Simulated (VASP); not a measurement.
# B (Cc) in VASP: further runs

Runs on B. Level: PBE. Tasks: single point.

Everything below comes from runs of VASP 6.6.1. Logs are shortened: lines on timing, memory, paths and dates and some standing lists are left out, and cuts for length are marked.

## (1) The cell of the first run

Symmetry: Cc, No. 9, monoclinic system. Conventional cell: a = 4.658 Å, b = 3.391 Å, c = 5.696 Å, α = 90.00°, β = 112.99°, γ = 90.00°. B (site symmetry 1) has 6 B at 1.69 to 1.92 Å within 2.2 Å. B (site symmetry 1) has 6 B at 1.72 to 1.86 Å within 2.3 Å. B (site symmetry 1) has 6 B at 1.69 to 1.92 Å within 2.2 Å.

## (2) Single point, PBE

File INCAR:

```
SYSTEM = B
PREC = Accurate
ENCUT = 520
EDIFF = 1E-7
ISMEAR = 0
SIGMA = 0.1
LREAL = .False.
LASPH = .True.
NELM = 80
ALGO = Normal
ISIF = 2
LWAVE = .False.
LCHARG = .False.
GGA = PE
NBANDS = 18
```

File KPOINTS:

```
Automatic mesh
0
Gamma
  6 6 4
  0 0 0
```

File POSCAR:

```
B
1.0
    2.3288626769     -1.6956226657      0.0000000000
    2.3288626769      1.6956226657      0.0000000000
   -2.2241836388      0.0000000000      5.2434440183
B
6
Direct
    0.0802202953      0.6419875276      0.0374519011
    0.6419875276      0.0802202953      0.5374519011
    0.2211719326      0.2672998059      0.7254794041
    0.6565673694      0.6327800713      0.2370733759
    0.6327800713      0.6565673694      0.7370733759
    0.2672998059      0.2211719326      0.2254794041
```

Potentials or basis: VASP PAW PBE potentials, release 64 (B).

On the command line:

```console
cat potpaw_PBE.64/B/POTCAR > POTCAR
mpirun -np 1 vasp_std > vasp.out
```

OUTCAR:

```text
SYSTEM = B
   PREC = Accurate
   ENCUT = 520
   EDIFF = 1E-7
   ISMEAR = 0
   LREAL = .False.
   LASPH = .True.
   NELM = 80
   ISIF = 2
   GGA = PE

 ion  position               nearest neighbor table
   1  0.080  0.642  0.037-   4 1.69   6 1.72   5 1.79   6 1.81   3 1.86   4 1.92
   2  0.642  0.080  0.537-   5 1.69   3 1.72   4 1.79   3 1.81   6 1.86   5 1.92
   3  0.221  0.267  0.725-   2 1.72   5 1.73   5 1.80   2 1.81   5 1.84   1 1.86
   4  0.657  0.633  0.237-   1 1.69   6 1.73   2 1.79   6 1.80   6 1.84   1 1.92
   5  0.633  0.657  0.737-   2 1.69   3 1.73   1 1.79   3 1.80   3 1.84   2 1.92
   6  0.267  0.221  0.225-   1 1.72   4 1.73   4 1.80   1 1.81   4 1.84   2 1.86

  LATTYP: Found a base centered monoclinic cell.
 ALAT       =     4.6577253538
 B/A-ratio  =     0.7280904463
 C/A-ratio  =     1.2228444555
 COS(beta)  =    -0.3905040537

  Lattice vectors:

 A1 = (   2.3288626769,  -1.6956226657,   0.0000000000)
 A2 = (   2.3288626769,   1.6956226657,   0.0000000000)
 A3 = (  -2.2241836388,   0.0000000000,   5.2434440183)

Analysis of symmetry for initial positions (statically):
=====================================================================
 Subroutine PRICEL returns:
 Original cell was already a primitive cell.

 Routine SETGRP: Setting up the symmetry group for a
 base centered monoclinic supercell.

 Subroutine GETGRP returns: Found  2 space group operations
 (whereof  1 operations were pure point group operations)
 out of a pool of  4 trial point group operations.

The static configuration has the point symmetry C_1 .
 The point group associated with its full space group is C_1h.

Analysis of symmetry for dynamics (positions and initial velocities):
=====================================================================
 Subroutine PRICEL returns:
 Original cell was already a primitive cell.

 Routine SETGRP: Setting up the symmetry group for a
 base centered monoclinic supercell.

 Subroutine GETGRP returns: Found  2 space group operations
 (whereof  1 operations were pure point group operations)
 out of a pool of  4 trial point group operations.

The dynamic configuration has the point symmetry C_1 .
 The point group associated with its full space group is C_1h.

 Subroutine INISYM returns: Found  2 space group operations
 (whereof  1 operations are pure point group operations),
 and found     1 'primitive' translations

----------------------------------------------------------------------------------------

                                     Primitive cell

  volume of cell :      41.4114

  direct lattice vectors                    reciprocal lattice vectors
     2.328862677 -1.695622666  0.000000000     0.214697073 -0.294876926  0.091071005
     2.328862677  1.695622666  0.000000000     0.214697073  0.294876926  0.091071005
    -2.224183639  0.000000000  5.243444018     0.000000000  0.000000000  0.190714347

  length of vectors
     2.880752956  2.880752956  5.695673624     0.375953671  0.375953671  0.190714347

  position of ions in fractional coordinates (direct lattice)
     0.080220295  0.641987528  0.037451901
     0.641987528  0.080220295  0.537451901
     0.221171933  0.267299806  0.725479404
     0.656567369  0.632780071  0.237073376
     0.632780071  0.656567369  0.737073376
     0.267299806  0.221171933  0.225479404

  ion indices of the primitive-cell ions
   primitive index   ion index
                 1           1
                 2           2
                 3           3
                 4           4
                 5           5
                 6           6

----------------------------------------------------------------------------------------

 KPOINTS: Automatic mesh

Automatic generation of k-mesh.
 Grid dimensions read from file:
 generate k-points for:    6    6    4

 Generating k-lattice:

  Cartesian coordinates                     Fractional coordinates (reciprocal lattice)
     0.035782845 -0.049146154  0.015178501     0.166666667  0.000000000  0.000000000
     0.035782845  0.049146154  0.015178501     0.000000000  0.166666667  0.000000000
     0.000000000  0.000000000  0.047678587     0.000000000  0.000000000  0.250000000

  Length of vectors
     0.062658945  0.062658945  0.047678587

  Shift w.r.t. Gamma in fractional coordinates (k-lattice)
     0.000000000  0.000000000  0.000000000

 Subroutine IBZKPT returns following result:
 ===========================================

 Found     47 irreducible k-points:

 Following reciprocal coordinates:
            Coordinates               Weight
  0.000000  0.000000  0.000000      1.000000
  0.166667 -0.000000  0.000000      4.000000
  0.333333 -0.000000  0.000000      4.000000
  0.500000 -0.000000  0.000000      2.000000
  0.166667  0.166667  0.000000      2.000000
  0.333333  0.166667 -0.000000      4.000000
[... 16 lines left out ...]
 -0.333333  0.166667  0.250000      4.000000
 -0.166667  0.166667  0.250000      4.000000
 [... further k-points ...]
   k-points           NKPTS =     47   k-points in BZ     NKDIM =     47   number of bands    NBANDS=     18
   number of dos      NEDOS =    301   number of ions     NIONS =      6
   total plane-waves  NPLWV =  24192
   dimension x,y,z NGX =    24 NGY =   24 NGZ =   42
   dimension x,y,z NGXF=    48 NGYF=   48 NGZF=   84
   ions per type =               6
   NGX,Y,Z   is equivalent  to a cutoff of  13.85, 13.85, 12.26 a.u.
   NGXF,Y,Z  is equivalent  to a cutoff of  27.70, 27.70, 24.52 a.u.
 SYSTEM =  B
   PREC   = accura    normal or accurate (medium, high low for compatibility)
   ISTART =      0    job   : 0-new  1-cont  2-samecut
   ICHARG =      2    charge: 1-file 2-atom 10-const
   ISPIN  =      1    spin polarized calculation?
   LNONCOLLINEAR =      F non collinear calculations
   LSORBIT =      F    spin-orbit coupling
   LASPH  =      T    aspherical Exc in radial PAW
   ENCUT  =  520.0 eV  38.22 Ry    6.18 a.u.   5.36  5.36 10.59*2*pi/ulx,y,z
   NELM   =     80;   NELMIN=  2; NELMDL= -5     # of ELM steps
   EDIFF  = 0.1E-06   stopping-criterion for ELM
   LREAL  =      F    real-space projection
   EDIFFG = 0.1E-05   stopping-criterion for IOM
   NSW    =      0    number of steps for IOM
   IBRION =     -1    ionic relax: 0-MD 1-quasi-New 2-CG
   NFREE  =      0    steps in history (QN), initial steepest desc. (CG)
   ISIF   =      2    stress and relaxation
   ISYM   =      2    0-nonsym 1-usesym 2-fastsym
   POTIM  = 0.5000    time-step for ionic-motion
   TEBEG  =    0.0;   TEEND  =   0.0 temperature during run
   PSTRESS=    0.0 pullay stress
   NELECT =      18.0000    total number of electrons
   NUPDOWN=      -1.0000    fix difference up-down
   EMIN   =  10.00;   EMAX   =-10.00  energy-range for DOS
   EFERMI =   0.00;   METHOD = LEGACY
   ISMEAR =     0;   SIGMA  =   0.10  broadening in eV -4-tet -1-fermi 0-gaus
   EFERMI_NEDOS =   21; number of points for ismear=-14 and -15
   IALGO  =     38    algorithm
   IMIX   =      4    mixing-type and parameters
     AMIX     =   0.40;   BMIX     =  1.00
     AMIX_MAG =   1.60;   BMIX_MAG =  1.00
  volume/ion in A,a.u.               =       6.90        46.58
  Fermi-wavevector in a.u.,A,eV,Ry     =   1.240107  2.343462 20.923922  1.537865
  Thomas-Fermi vector in A             =   2.374562
   LORBIT       =      0    0 simple, 1 ext, 2 COOP (PROOUT), +10 PAW based schemes
   GGA     = PE    functional components
   LHFCALC =     F    Hartree Fock is set to
   AEXX    =    0.0000 exact exchange contribution
   IVDW    =     0    specifies the selected vdW correction
   LEPSILON=     F    determine dielectric tensor
   LRPA    =     F    only Hartree local field effects (RPA)
 non-spin polarized calculation
 Gauss-broadening in eV      SIGMA  =   0.10
  energy-cutoff  :      520.00
  volume of cell :       41.41
 maximum number of plane-waves:      1143
 NGX is ok and might be reduce to    24

 number of electron      18.0000000 magnetization

 Free energy of the ion-electron system (eV)
  ---------------------------------------------------
  ext. energy  EPLUGINS =         0.00000000
  ---------------------------------------------------
  free energy    TOTEN  =       -38.42765340 eV

  energy without entropy =      -38.42185840  energy(sigma->0) =      -38.42475590

 E-fermi :   6.6850     XC(G=0): -11.9961

 val. band max:        6.6638428378   @ k =   0.3333   0.1667   0.5000
 cond. band min:       6.7799188574   @ k =  -0.1667   0.1667   0.5000
 fundamental gap:      0.1160760196
 Fermi energy:         6.6849584095

 k-point     1 :       0.0000    0.0000    0.0000
  band No.  band energies     occupation
      1      -9.2155      2.00000
      2      -5.9627      2.00000
      3      -3.8516      2.00000
      4       2.9080      2.00000
      5       3.0992      2.00000
      6       4.3969      2.00000
[... 10 lines left out ...]
     17      14.6546      0.00000
     18      17.0844      0.00000

 k-point     2 :       0.1667   -0.0000    0.0000
  band No.  band energies     occupation
      1      -8.7712      2.00000
      2      -5.7578      2.00000
      3      -3.2109      2.00000
      4       1.4181      2.00000
      5       1.8519      2.00000
      6       3.8565      2.00000
[... 10 lines left out ...]
     17      15.3150      0.00000
     18      17.3916      0.00000

 k-point     3 :       0.3333   -0.0000    0.0000
  band No.  band energies     occupation
      1      -7.4638      2.00000
      2      -5.0740      2.00000
      3      -1.9976      2.00000
      4      -1.2499      2.00000
      5      -0.6848      2.00000
      6       3.3034      2.00000
[... 412 lines left out ...]
 k-point    23 :      -0.3333    0.1667    0.2500
  band No.  band energies     occupation
      1      -6.6116      2.00000
      2      -4.3461      2.00000
      3      -2.2706      2.00000
      4      -1.8593      2.00000
      5       0.2266      2.00000
      6       0.9981      2.00000
[... 10 lines left out ...]
     17      18.5195      0.00000
     18      19.1935      0.00000

 k-point    24 :      -0.1667    0.1667    0.2500
  band No.  band energies     occupation
      1      -7.8882      2.00000
      2      -5.9860      2.00000
      3      -1.4481      2.00000
      4       0.5056      2.00000
      5       0.6374      2.00000
      6       2.1535      2.00000
[... 10 lines left out ...]
     17      17.2719      0.00000
     18      18.2373      0.00000

 [... further k-points ...]

------------------------ aborting loop because EDIFF is reached ----------------------------------------

  FORCE on cell =-STRESS in cart. coord.  units (eV):
  Direction    XX          YY          ZZ          XY          YZ          ZX
  --------------------------------------------------------------------------------------
  -------------------------------------------------------------------------------------
  Total        0.0043713      0.4366040     -0.2062486      0.0000000      0.0000000      0.3452984
  in kB        0.1691220     16.8919041     -7.9796134      0.0000000      0.0000000     13.3593523
  external PRESSURE =       3.0271376 kB  Pullay stress =       0.0000000 kB

 VOLUME and BASIS-vectors are now :
 -----------------------------------------------------------------------------
  energy-cutoff  :      520.00
  volume of cell :       41.41
      direct lattice vectors                 reciprocal lattice vectors
     2.328862677 -1.695622666  0.000000000     0.214697073 -0.294876926  0.091071005
     2.328862677  1.695622666  0.000000000     0.214697073  0.294876926  0.091071005
    -2.224183639  0.000000000  5.243444018     0.000000000  0.000000000  0.190714347

 POSITION                                       TOTAL-FORCE (eV/Angst)
 -----------------------------------------------------------------------------------
      1.59862      0.95255      0.19638         0.004793      0.057898      0.095167
      0.48653     -0.95255      2.81810         0.004793     -0.057898      0.095167
     -0.47602      0.07822      3.80401        -0.045413     -0.024234     -0.086187
      2.47542     -0.04033      1.24308         0.040621     -0.067207     -0.008980
      1.36333      0.04033      3.86480         0.040621      0.067207     -0.008980
      0.63608     -0.07822      1.18229        -0.045413      0.024234     -0.086187
 -----------------------------------------------------------------------------------
    total drift:                                0.000019     -0.000000     -0.000005

  FREE ENERGIE OF THE ION-ELECTRON SYSTEM (eV)
  ---------------------------------------------------
  free  energy   TOTEN  =       -38.4276533964 eV

  energy  without entropy=      -38.4218583983  energy(sigma->0) =      -38.42475590
```

Run time: 75 s. Hardware: 1 thread of Intel Xeon 8259CL, shared host; peak memory 0.13 GiB.

Results:

```yaml
Free_energy: -38.4277 eV
Pressure: 0.3 GPa
Largest_force: 0.111 eV/Å
Band_gap_on_the_k_mesh: zero (bands 9 and 10 overlap by 6.68 eV)
```

Forces on the atoms (eV/Å):
```
B    0.005  0.058  0.095
B    0.005 -0.058  0.095
B   -0.045 -0.024 -0.086
B    0.041 -0.067 -0.009
B    0.041  0.067 -0.009
B   -0.045  0.024 -0.086
```

Levels at points of the mesh, in eV from the Fermi level:
```tsv
k point	band 5	band 6	band 7	band 8	band 9	band 10	band 11	band 12	band 13	band 14
(0.00, 0.00, 0.00)	-3.59	-2.29	-1.34	-1.12	2.56	3.63	3.99	4.37	5.05	6.30
(0.50, 0.00, 0.00)	-6.12	-4.81	-3.23	-1.94	-0.15	1.70	2.58	3.77	6.88	7.63
(0.50, 0.50, 0.00)	-5.88	-5.79	-4.18	-3.92	-2.36	-1.94	1.90	2.76	4.58	5.70
(0.00, 0.00, 0.50)	-3.37	-3.37	-1.47	-1.47	3.31	3.31	4.50	4.50	5.59	5.59
(0.50, 0.00, 0.50)	-5.60	-3.77	-3.36	-2.10	-1.41	1.30	3.40	3.80	6.35	7.19
(0.50, 0.50, 0.50)	-6.17	-6.17	-4.30	-4.30	-3.37	-3.37	4.20	4.20	6.81	6.81
```

Caveat: the k points lie up to 0.39 Å⁻¹ apart, too coarse for converged energies and pressures of a metal.

## (3) Single point, PBE

File INCAR:

```
SYSTEM = B
ALGO = Normal ; EDIFF = 1E-7
ENCUT = 520 ; GGA = PE
ISIF = 2 ; ISMEAR = 0
LASPH = .True. ; LCHARG = .False.
LREAL = .False. ; LWAVE = .False.
NBANDS = 18 ; NELM = 60
PREC = Accurate ; SIGMA = 0.2
```

File KPOINTS:

```
k-points
0
Gamma
  8 8 4
  0 0 0
```

File POSCAR:

```
B
1.0
    0.4774240795      2.8103359892     -0.4155273306
   -0.4750280230     -0.4104137466      2.8115474444
    5.6302748568      0.9226805387     -0.9297828309
B
6
Direct
    0.4572388914      0.6045356265     -0.0374519011
    0.3954620801      0.5427596482      0.4625576779
    0.0043147571      0.5418204019      0.2745205959
    0.0805132921      0.3957066954      0.7629266241
    0.6042636395     -0.0805033682      0.2629301944
    0.4582073398     -0.0043190037      0.7745168087
```

Potentials or basis: VASP PAW PBE potentials, release 64 (B).

On the command line:

```console
cat potpaw_PBE.64/B/POTCAR > POTCAR
mpirun -np 1 vasp_std > vasp.out
```

Wall time 3.6 min (1 thread of Intel Xeon 8259CL, shared host); peak memory 0.18 GiB.

It converged, with:

| Quantity | Value |
| --- | --- |
| Free energy | -38.4788 eV |
| Pressure | 0.1 GPa |
| Largest force | 0.014 eV/Å |
| Band gap on the k mesh | zero (bands 9 and 10 overlap by 6.67 eV) |

Forces in eV/Å, atoms in the order of the input:
```
B    0.010  0.008 -0.001
B    0.009  0.001 -0.007
B   -0.004 -0.010 -0.009
B   -0.005 -0.009 -0.001
B   -0.005  0.002  0.009
B   -0.004  0.008  0.010
```

Stress tensor (GPa, compression positive):
```
 0.09  0.04 -0.05
 0.04  0.10 -0.06
-0.05 -0.06  0.08
```

Levels at points of the mesh, in eV from the Fermi level:
```
           k point  band 6  band 7  band 8  band 9  band 10  band 11  band 12  band 13
(0.00, 0.00, 0.00)   -2.10   -1.15   -0.92    2.74     3.82     4.19     4.57     5.25
(0.50, 0.00, 0.00)   -3.58   -3.17   -1.91   -1.22     1.49     3.58     3.99     6.55
(0.00, 0.50, 0.00)   -3.58   -3.17   -1.91   -1.22     1.49     3.58     3.99     6.55
(0.50, 0.50, 0.00)   -5.61   -3.99   -3.72   -2.16    -1.75     2.09     2.96     4.78
(0.00, 0.00, 0.50)   -3.18   -1.28   -1.28    3.50     3.50     4.69     4.69     5.77
(0.00, 0.50, 0.50)   -4.62   -3.04   -1.75    0.04     1.89     2.77     3.96     7.08
(0.50, 0.50, 0.50)   -5.98   -4.11   -4.11   -3.18    -3.18     4.39     4.39     7.00
```

## (4) Single point, PBE

File INCAR:

```
SYSTEM = B
ALGO = Normal ; EDIFF = 1E-7
ENCUT = 520 ; GGA = PE
ISIF = 2 ; ISMEAR = 0
LASPH = .TRUE. ; LCHARG = .FALSE.
LREAL = .FALSE. ; LWAVE = .FALSE.
NBANDS = 18 ; NELM = 60
PREC = Accurate ; SIGMA = 0.1
```

File KPOINTS:

```
k-points
0
G
  14 14 8
  0 0 0
```

File POSCAR:

```
B
1.0
    2.3252967676     -1.6959969510     -0.0015356957
    2.3252967676      1.6959969510     -0.0015356957
   -2.2242356372      0.0000000000      5.2573767616
B
6
Direct
    0.0803986436      0.6415262298      0.0375363702
    0.6415262298      0.0803986436      0.5375363702
    0.2219086063      0.2663327440      0.7252303660
    0.6565209237      0.6333398548      0.2372379448
    0.6333398548      0.6565209237      0.7372379448
    0.2663327440      0.2219086063      0.2252303660
```

On the command line:

```console
cat potpaw_PBE.64/B/POTCAR > POTCAR
mpirun -np 1 vasp_std > vasp.out
```

Run time: 12 min. Hardware: 1 thread of Intel Xeon 8259CL, shared host; peak memory 0.3 GiB.

Results (log left out):

| Item | Value |
| --- | --- |
| Free energy | -38.4590 eV |
| Pressure | 0.0 GPa |
| Largest force | 0.016 eV/Å |
| Band gap on the k mesh | zero (bands 9 and 10 overlap by 6.72 eV) |

Forces in eV/Å, atoms in the order of the input:
```
B   -0.002  0.012 -0.010
B   -0.002 -0.012 -0.010
B    0.001  0.001  0.000
B    0.001 -0.005  0.010
B    0.001  0.005  0.010
B    0.001 -0.001  0.000
```

Levels at points of the mesh, in eV from the Fermi level:
| k point | band 7 | band 8 | band 9 | band 10 | band 11 | band 12 |
| --- | --- | --- | --- | --- | --- | --- |
| (0.00, 0.00, 0.00) | -1.19 | -0.97 | 2.75 | 3.81 | 4.18 | 4.54 |
| (0.50, 0.00, 0.00) | -3.06 | -1.77 | -0.04 | 1.84 | 2.74 | 3.93 |
| (0.50, 0.50, 0.00) | -4.04 | -3.75 | -2.21 | -1.80 | 2.04 | 2.86 |
| (0.00, 0.00, 0.50) | -1.31 | -1.31 | 3.50 | 3.50 | 4.67 | 4.67 |
| (0.50, 0.00, 0.50) | -3.20 | -1.93 | -1.26 | 1.45 | 3.55 | 3.95 |
| (0.50, 0.50, 0.50) | -4.15 | -4.15 | -3.22 | -3.22 | 4.32 | 4.32 |

## (5) The runs side by side

```tsv
cell	k mesh	smearing	gap on the mesh (eV)	pressure (GPa)	largest force (eV/Å)
a = 2.881, b = 2.881, c = 5.696 Å, angles 108.4, 108.4, 72.1°, 6 atoms, atomic positions A	6 × 6 × 4	gaussian 0.1 eV	none	0.3	0.11
a = 2.881, b = 2.881, c = 5.781 Å, angles 109.9, 70.1, 107.9°, 6 atoms, atomic positions B	8 × 8 × 4	gaussian 0.2 eV	none	0.1	0.01
a = 2.878, b = 2.878, c = 5.709 Å, angles 108.4, 108.4, 72.2°, 6 atoms, atomic positions C	14 × 14 × 8	gaussian 0.1 eV	none	0.0	0.02
```

Alike in all rows: task single point; level PBE; potentials or basis VASP PAW PBE potentials, release 64 (B); no spin polarisation; cutoff (eV) 520.

Caveats: some runs use coarse meshes.

Absolute energies hang on the potentials; compare differences alone.

The gap in the log of VASP goes by the Fermi energy; the results here count the filled bands.